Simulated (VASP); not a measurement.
Here is a VASP 6.6.1 calculation.

POSCAR

```
Al
1.0
    0.0000000000      2.0222963920      2.0222963920
    2.0222963920      0.0000000000      2.0222963920
    2.0222963920      2.0222963920      0.0000000000
Al
1
Direct
    0.0000000000      0.0000000000      0.0000000000
```

INCAR.step1

```
SYSTEM = Al
PREC = Accurate
ENCUT = 520
ISMEAR = 0
SIGMA = 0.05
LREAL = .FALSE.
LASPH = .TRUE.
NELM = 80
NBANDS = 8
GGA = PE
ALGO = Normal
EDIFF = 1E-4
LWAVE = .TRUE.
LCHARG = .FALSE.
```

The input INCAR.step2:

```
SYSTEM = Al
PREC = Accurate
ENCUT = 520
EDIFF = 1E-7
ISMEAR = 0
SIGMA = 0.05
LREAL = .FALSE.
LASPH = .TRUE.
NELM = 80
ALGO = Normal
ISIF = 2
LWAVE = .FALSE.
LCHARG = .FALSE.
METAGGA = R2SCAN
LMIXTAU = .TRUE.
NBANDS = 8
ISTART = 1
```

The input KPOINTS:

```
regular mesh
0
G
  18 18 18
  0 0 0
```

Potentials or basis: VASP PAW PBE potentials, release 64 (Al).

Launch:

```bash
$ cat potpaw_PBE.64/Al/POTCAR > POTCAR
$ cp INCAR.step1 INCAR
$ mpirun -np 1 vasp_std > vasp.out
$ cp INCAR.step2 INCAR
$ mpirun -np 1 vasp_std > vasp.out
```

(1) Predict the pressure.

Results:

(1) -3.6 GPa.

Caveat: the PAW data sets were made with another functional, which shifts forces and pressure a little.
